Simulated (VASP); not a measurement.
# HoO3 in VASP: notebook, part 2 of 2

VASP 6.6.1. Earlier steps stand in the parts before.

## Step 3: Single point, PBE

This run uses another cell than the first one, of 21.47 Å³/atom.

Contents of INCAR:

```
  ALGO = Normal
  EDIFF = 1E-6
  ENCUT = 600
  GGA = PE
  GGA_COMPAT = False
  ISIF = 2
  ISMEAR = 0
  LASPH = True
  LCHARG = True
  LELF = True
  LMAXMIX = 6
  LREAL = False
  LVHAR = True
  LWAVE = False
  NBANDS = 22
  NELM = 200
  PREC = Accurate
  SIGMA = 0.1
```

Contents of KPOINTS:

```
k-points
0
Gamma
  10 10 10
```

Contents of POSCAR:

```
HoO3
1.0
    4.4120304244      0.0000000000      0.0000000000
    0.0000000000      4.4120304244      0.0000000000
    0.0000000000      0.0000000000      4.4120304244
Ho O
1 3
Direct
    0.5000000000      0.5000000000      0.5000000000
    0.5000000000      0.5000000000      0.0000000000
    0.0000000000      0.5000000000      0.5000000000
    0.5000000000      0.0000000000      0.5000000000
```

Potentials or basis: VASP PAW PBE potentials, release 64 (Ho_3, O), 4f in core.

Started as:

```sh
$ cat potpaw_PBE.64/Ho_3/POTCAR potpaw_PBE.64/O/POTCAR > POTCAR
$ mpirun -np 1 vasp_std > vasp.out
```

OUTCAR:

```text
EDIFF = 1E-6
   ENCUT = 600
   GGA = PE
   ISIF = 2
   ISMEAR = 0
   LASPH = True
   LREAL = False
   NELM = 200
   PREC = Accurate

 ion  position               nearest neighbor table
   1  0.500  0.500  0.500-   2 2.21   3 2.21   4 2.21   2 2.21   4 2.21   3 2.21
   2  0.500  0.500  0.000-   1 2.21   1 2.21
   3  0.000  0.500  0.500-   1 2.21   1 2.21
   4  0.500  0.000  0.500-   1 2.21   1 2.21

  LATTYP: Found a simple cubic cell.
 ALAT       =     4.4120304244

  Lattice vectors:

 A1 = (   4.4120304244,   0.0000000000,   0.0000000000)
 A2 = (   0.0000000000,   4.4120304244,   0.0000000000)
 A3 = (   0.0000000000,   0.0000000000,   4.4120304244)

Analysis of symmetry for initial positions (statically):
=====================================================================
 Subroutine PRICEL returns:
 Original cell was already a primitive cell.

 Routine SETGRP: Setting up the symmetry group for a
 simple cubic supercell.

 Subroutine GETGRP returns: Found 48 space group operations
 (whereof 48 operations were pure point group operations)
 out of a pool of 48 trial point group operations.

The static configuration has the point symmetry O_h .

Analysis of symmetry for dynamics (positions and initial velocities):
=====================================================================
 Subroutine PRICEL returns:
 Original cell was already a primitive cell.

 Routine SETGRP: Setting up the symmetry group for a
 simple cubic supercell.

 Subroutine GETGRP returns: Found 48 space group operations
 (whereof 48 operations were pure point group operations)
 out of a pool of 48 trial point group operations.

The dynamic configuration has the point symmetry O_h .

 Subroutine INISYM returns: Found 48 space group operations
 (whereof 48 operations are pure point group operations),
 and found     1 'primitive' translations

----------------------------------------------------------------------------------------

                                     Primitive cell

  volume of cell :      85.8846

  direct lattice vectors                    reciprocal lattice vectors
     4.412030424  0.000000000  0.000000000     0.226653015  0.000000000  0.000000000
     0.000000000  4.412030424  0.000000000     0.000000000  0.226653015  0.000000000
     0.000000000  0.000000000  4.412030424     0.000000000  0.000000000  0.226653015

  length of vectors
     4.412030424  4.412030424  4.412030424     0.226653015  0.226653015  0.226653015

  position of ions in fractional coordinates (direct lattice)
     0.500000000  0.500000000  0.500000000
     0.500000000  0.500000000  0.000000000
     0.000000000  0.500000000  0.500000000
     0.500000000  0.000000000  0.500000000

  ion indices of the primitive-cell ions
   primitive index   ion index
                 1           1
                 2           2
                 3           3
                 4           4

----------------------------------------------------------------------------------------

 KPOINTS: k-points

Automatic generation of k-mesh.
 Grid dimensions read from file:
 generate k-points for:   10   10   10

 Generating k-lattice:

  Cartesian coordinates                     Fractional coordinates (reciprocal lattice)
     0.022665302  0.000000000  0.000000000     0.100000000  0.000000000  0.000000000
     0.000000000  0.022665302  0.000000000     0.000000000  0.100000000  0.000000000
     0.000000000  0.000000000  0.022665302     0.000000000  0.000000000  0.100000000

  Length of vectors
     0.022665302  0.022665302  0.022665302

  Shift w.r.t. Gamma in fractional coordinates (k-lattice)
     0.000000000  0.000000000  0.000000000

 Subroutine IBZKPT returns following result:
 ===========================================

 Found     56 irreducible k-points:

 Following reciprocal coordinates:
            Coordinates               Weight
  0.000000  0.000000  0.000000      1.000000
  0.100000  0.000000  0.000000      6.000000
  0.200000  0.000000  0.000000      6.000000
  0.300000  0.000000  0.000000      6.000000
  0.400000  0.000000  0.000000      6.000000
  0.500000  0.000000  0.000000      3.000000
[... 16 lines left out ...]
  0.200000  0.100000  0.100000     24.000000
  0.300000  0.100000  0.100000     24.000000
 [... further k-points ...]
   k-points           NKPTS =     56   k-points in BZ     NKDIM =     56   number of bands    NBANDS=     22
   number of dos      NEDOS =    301   number of ions     NIONS =      4
   total plane-waves  NPLWV =  46656
   dimension x,y,z NGX =    36 NGY =   36 NGZ =   36
   dimension x,y,z NGXF=    72 NGYF=   72 NGZF=   72
   ions per type =               1   3
   NGX,Y,Z   is equivalent  to a cutoff of  13.56, 13.56, 13.56 a.u.
   NGXF,Y,Z  is equivalent  to a cutoff of  27.13, 27.13, 27.13 a.u.
 SYSTEM =  unknown system
   PREC   = accura    normal or accurate (medium, high low for compatibility)
   ISTART =      0    job   : 0-new  1-cont  2-samecut
   ICHARG =      2    charge: 1-file 2-atom 10-const
   ISPIN  =      1    spin polarized calculation?
   LNONCOLLINEAR =      F non collinear calculations
   LSORBIT =      F    spin-orbit coupling
   LASPH  =      T    aspherical Exc in radial PAW
   ENCUT  =  600.0 eV  44.10 Ry    6.64 a.u.   8.81  8.81  8.81*2*pi/ulx,y,z
   NELM   =    200;   NELMIN=  2; NELMDL= -5     # of ELM steps
   EDIFF  = 0.1E-05   stopping-criterion for ELM
   LREAL  =      F    real-space projection
   EDIFFG = 0.1E-04   stopping-criterion for IOM
   NSW    =      0    number of steps for IOM
   IBRION =     -1    ionic relax: 0-MD 1-quasi-New 2-CG
   NFREE  =      0    steps in history (QN), initial steepest desc. (CG)
   ISIF   =      2    stress and relaxation
   ISYM   =      2    0-nonsym 1-usesym 2-fastsym
   POTIM  = 0.5000    time-step for ionic-motion
   TEBEG  =    0.0;   TEEND  =   0.0 temperature during run
   PSTRESS=    0.0 pullay stress
   NELECT =      27.0000    total number of electrons
   NUPDOWN=      -1.0000    fix difference up-down
   EMIN   =  10.00;   EMAX   =-10.00  energy-range for DOS
   EFERMI =   0.00;   METHOD = LEGACY
   ISMEAR =     0;   SIGMA  =   0.10  broadening in eV -4-tet -1-fermi 0-gaus
   EFERMI_NEDOS =   21; number of points for ismear=-14 and -15
   IALGO  =     38    algorithm
   IMIX   =      4    mixing-type and parameters
     AMIX     =   0.40;   BMIX     =  1.00
     AMIX_MAG =   1.60;   BMIX_MAG =  1.00
  volume/ion in A,a.u.               =      21.47       144.89
  Fermi-wavevector in a.u.,A,eV,Ry     =   1.113160  2.103567 16.859321  1.239125
  Thomas-Fermi vector in A             =   2.249742
   LORBIT       =      0    0 simple, 1 ext, 2 COOP (PROOUT), +10 PAW based schemes
   GGA     = PE    functional components
   LHFCALC =     F    Hartree Fock is set to
   AEXX    =    0.0000 exact exchange contribution
   IVDW    =     0    specifies the selected vdW correction
   LEPSILON=     F    determine dielectric tensor
   LRPA    =     F    only Hartree local field effects (RPA)
 non-spin polarized calculation
 Gauss-broadening in eV      SIGMA  =   0.10
  energy-cutoff  :      600.00
  volume of cell :       85.88
 maximum number of plane-waves:      2897
 NGX is ok and might be reduce to    36
   NGX = 17   NGY = 17   NGZ = 17

 number of electron      26.9999978 magnetization

 Free energy of the ion-electron system (eV)
  ---------------------------------------------------
  ext. energy  EPLUGINS =         0.00000000
  ---------------------------------------------------
  free energy    TOTEN  =       -23.45443547 eV

  energy without entropy =      -23.39125071  energy(sigma->0) =      -23.42284309

 E-fermi :  -3.2988     XC(G=0):  -7.6392

 val. band max:       -3.3085616612   @ k =   0.3000   0.3000   0.2000
 cond. band min:      -3.2965298839   @ k =   0.3000   0.3000   0.2000
 fundamental gap:      0.0120317773
 Fermi energy:        -3.2987734483

 k-point     1 :       0.0000    0.0000    0.0000
  band No.  band energies     occupation
      1     -23.2746      2.00000
      2     -23.2746      2.00000
      3     -23.2746      2.00000
      4     -19.0251      2.00000
      5     -18.7536      2.00000
      6     -18.7536      2.00000
[... 574 lines left out ...]
      6     -18.0518      2.00000
[... 14 lines left out ...]
     21       7.7051      0.00000
     22       9.5984      0.00000

 [... further k-points ...]

------------------------ aborting loop because EDIFF is reached ----------------------------------------

  FORCE on cell =-STRESS in cart. coord.  units (eV):
  Direction    XX          YY          ZZ          XY          YZ          ZX
  --------------------------------------------------------------------------------------
  -------------------------------------------------------------------------------------
  Total        0.3058674      0.3058674      0.3058674      0.0000000      0.0000000      0.0000000
  in kB        5.7059534      5.7059534      5.7059534      0.0000000      0.0000000      0.0000000
  external PRESSURE =       5.7059534 kB  Pullay stress =       0.0000000 kB

 VOLUME and BASIS-vectors are now :
 -----------------------------------------------------------------------------
  energy-cutoff  :      600.00
  volume of cell :       85.88
      direct lattice vectors                 reciprocal lattice vectors
     4.412030424  0.000000000  0.000000000     0.226653015  0.000000000  0.000000000
     0.000000000  4.412030424  0.000000000     0.000000000  0.226653015  0.000000000
     0.000000000  0.000000000  4.412030424     0.000000000  0.000000000  0.226653015

 POSITION                                       TOTAL-FORCE (eV/Angst)
 -----------------------------------------------------------------------------------
      2.20602      2.20602      2.20602         0.000000      0.000000      0.000000
      2.20602      2.20602      0.00000         0.000000      0.000000      0.000000
      0.00000      2.20602      2.20602         0.000000      0.000000      0.000000
      2.20602      0.00000      2.20602         0.000000      0.000000      0.000000
 -----------------------------------------------------------------------------------
    total drift:                                0.000000      0.000000      0.000000

  FREE ENERGIE OF THE ION-ELECTRON SYSTEM (eV)
  ---------------------------------------------------
  free  energy   TOTEN  =       -23.4544354745 eV

  energy  without entropy=      -23.3912507117  energy(sigma->0) =      -23.42284309
```

stdout:

```text
POSCAR found type information on POSCAR HoO
 POSCAR found :  2 types and       4 ions
 scaLAPACK will be used
 LDA part: xc-table for (Slater+PW92), standard interpolation
 POSCAR, INCAR and KPOINTS ok, starting setup
 FFT: planning ... GRIDC
 FFT: planning ... GRID_SOFT
 FFT: planning ... GRID
 WAVECAR not read
 entering main loop
```

It took 38 s on 1 thread of Intel Xeon 6975P-C (Granite Rapids), shared host; peak memory 0.27 GiB.

What came out:

```
Free energy            : -23.4544 eV
Pressure               : 0.6 GPa
Band gap on the k mesh : zero (an odd number of electrons rules out a gap without spin polarisation)
```

Caveat: spin-orbit coupling is left out, which moves the levels of the heavy elements; the 4f electrons are frozen in the core, so they carry no moment and show no levels; an odd number of electrons without spin polarisation forces a metal; a magnetic or distorted state may lie lower; the run has no spin polarisation, though such a crystal can be magnetic. With open d or f shells a metallic result of PBE can be an artefact of self-interaction; +U or a hybrid may open a gap.
